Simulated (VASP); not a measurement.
A run of VASP 6.6.1 is set up as follows.

The input POSCAR:

```
Sn
1.0
    0.0000000000      3.2573807591      3.2573807591
    3.2573807591      0.0000000000      3.2573807591
    3.2573807591      3.2573807591      0.0000000000
Sn
2
Direct
    0.5000000000      0.5000000000      0.5000000000
    0.7500000000      0.7500000000      0.7500000000
```

The input INCAR.step1:

```
SYSTEM = Sn
  PREC = Accurate
  ENCUT = 520
  ISMEAR = -1
  SIGMA = 0.08
  LREAL = .FALSE.
  LASPH = .TRUE.
  NELM = 100
  NBANDS = 21
  GGA = PE
  ALGO = Normal
  EDIFF = 1E-4
  LWAVE = .TRUE.
  LCHARG = .FALSE.
```

File INCAR.step2:

```
SYSTEM = Sn
  PREC = Accurate
  ENCUT = 520
  EDIFF = 1E-8
  ISMEAR = -1
  SIGMA = 0.08
  LREAL = .FALSE.
  LASPH = .TRUE.
  NELM = 100
  ALGO = Normal
  ISIF = 2
  LWAVE = .FALSE.
  LCHARG = .FALSE.
  METAGGA = R2SCAN
  LMIXTAU = .TRUE.
  LEFG = .TRUE.
  NBANDS = 21
  ISTART = 1
```

The input KPOINTS:

```
regular mesh
0
G
  9 9 9
  0 0 0
```

Potentials or basis: VASP PAW PBE potentials, release 64 (Sn_d).

Launch:

```bash
$ cat potpaw_PBE.64/Sn_d/POTCAR > POTCAR
$ cp INCAR.step1 INCAR
$ mpirun -np 1 vasp_std > vasp.out
$ cp INCAR.step2 INCAR
$ mpirun -np 1 vasp_std > vasp.out
```

**Question.** Predict the pressure.

**Answer.** 1.1 GPa.

**Question.** Estimate the band gap on the k mesh.

**Answer.** Zero (filled and empty bands touch).

Caveat: without QUAD_EFG the Cq values of the log hold for a quadrupole moment of 1 mb, not for the nuclei; the PAW data sets were made with another functional, which shifts forces and pressure a little; spin-orbit coupling is left out, which moves the levels of the heavy elements.
